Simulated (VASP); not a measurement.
A run of VASP 6.6.1 is set up as follows.

Contents of INCAR:

```
SYSTEM = Al2H3
  ALGO = Normal
  EDIFF = 1E-6
  EDIFFG = -0.04
  ENCUT = 600
  GGA = PE
  IBRION = 2
  ISIF = 3
  ISMEAR = 0
  LASPH = .TRUE.
  LCHARG = .FALSE.
  LREAL = .FALSE.
  LWAVE = .FALSE.
  NELM = 80
  NSW = 90
  PREC = Accurate
  SIGMA = 0.1
```

The input KPOINTS:

```
k-points
0
G
  6 6 6
  0 0 0
```

File POSCAR:

```
Al2H3
1.0
    1.4501008700      0.8372161276      6.7219531044
   -1.4501008700      0.8372161276      6.7219531044
    0.0000000000     -1.6744322553      6.7219531044
Al H
2 3
Direct
    0.4000000000      0.4000000000      0.4000000000
    0.6000000000      0.6000000000      0.6000000000
    0.0000000000      0.0000000000      0.0000000000
    0.2095000000      0.2095000000      0.2095000000
    0.7905000000      0.7905000000      0.7905000000
```

Potentials or basis: VASP PAW PBE potentials, release 64 (Al, H).

Run with:

```bash
$ cat potpaw_PBE.64/Al/POTCAR potpaw_PBE.64/H/POTCAR > POTCAR
$ mpirun -np 1 vasp_std > vasp.out
```

(1) Predict the relaxed volume.

(2) Predict the space group after relaxing (to 0.1 Å).

Results:

(1) 9.10 Å³/atom.

(2) R-3m (No. 166).

Caveat: the k points lie up to 0.38 Å⁻¹ apart in the final cell, too coarse for converged energies and pressures of a metal; a cell axis changed by over 15 % at a fixed basis, so the end point is rough.
